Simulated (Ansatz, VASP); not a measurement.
# Two plane-wave programs on Zr2C

File INCAR:

```
PREC = Accurate ; ENCUT = 600
EDIFF = 1E-6 ; ISMEAR = 0
SIGMA = 0.2 ; LREAL = False
LASPH = True ; NELM = 60
ALGO = Normal ; ISIF = 3
LWAVE = False ; LCHARG = False
GGA = PE ; IBRION = 2
NSW = 36 ; EDIFFG = -0.08
```

KPOINTS

```
Automatic mesh
0
Gamma
  6 6 4
```

Contents of POSCAR:

```
Zr2C
1.0
    3.1564206900      0.0000000000      0.0000000000
    0.0000000000      3.1564206900      0.0000000000
    0.0000000000      0.0000000000      5.3592487100
Zr C
2 1
Direct
    0.5000000000      0.5000000000      0.2181228200
    0.5000000000      0.5000000000      0.7818771800
    0.0000000000      0.0000000000      0.5000000000
```

Input for Ansatz:

```yaml
crystal:
  lattice:
    - [3.15642069, 0.0, 0.0]
    - [0.0, 3.15642069, 0.0]
    - [0.0, 0.0, 5.35924871]
  atoms:
    - { symbol: Zr, position: [0.5, 0.5, 0.21812282] }
    - { symbol: Zr, position: [0.5, 0.5, 0.78187718] }
    - { symbol: C, position: [0.0, 0.0, 0.5] }
basis:
  ecutwfc: 420
kpoints:
  mp_grid: { grid: [6, 6, 4] }
hamiltonian:
  xc: pbe
scf:
  occupations: { method: gaussian, width: 0.2 }
  lower_state_search: "off"
output:
  forces: true
  stress: true
  eigenvalues: true
relax:
  adjacent_minimum: "off"
  f_tol: 0.08
  max_steps: 16
  cell: { stress_tol: 0.8 }
```

Alike in both runs: task relaxation of cell and atoms; functional PBE; k mesh 6 × 6 × 4; occupations gaussian, width 0.2 eV; no spin polarisation.

|  | VASP | Ansatz |
| --- | --- | --- |
| version | VASP 6.6.1 | Ansatz 0.2.0 |
| potentials or method | VASP PAW PBE potentials, release 64 (Zr_sv, C), cutoff 600 eV | scalar-relativistic, plane waves, PAW |
| valence electrons in the cell | 28 | 28 |

|  | VASP | Ansatz | Ansatz less VASP |
| --- | --- | --- | --- |
| gap on the k mesh at the Fermi level, each at its own relaxed structure (eV) | none | none | - |
| relaxed volume (Å³/atom) | 16.73 | 16.72 | -0.012 |
| relaxed cell length with the largest relative difference (Å) | 5.713 | 5.706 | -0.0074 |

A gap of «none» marks a metal or a gap that the smearing closes.
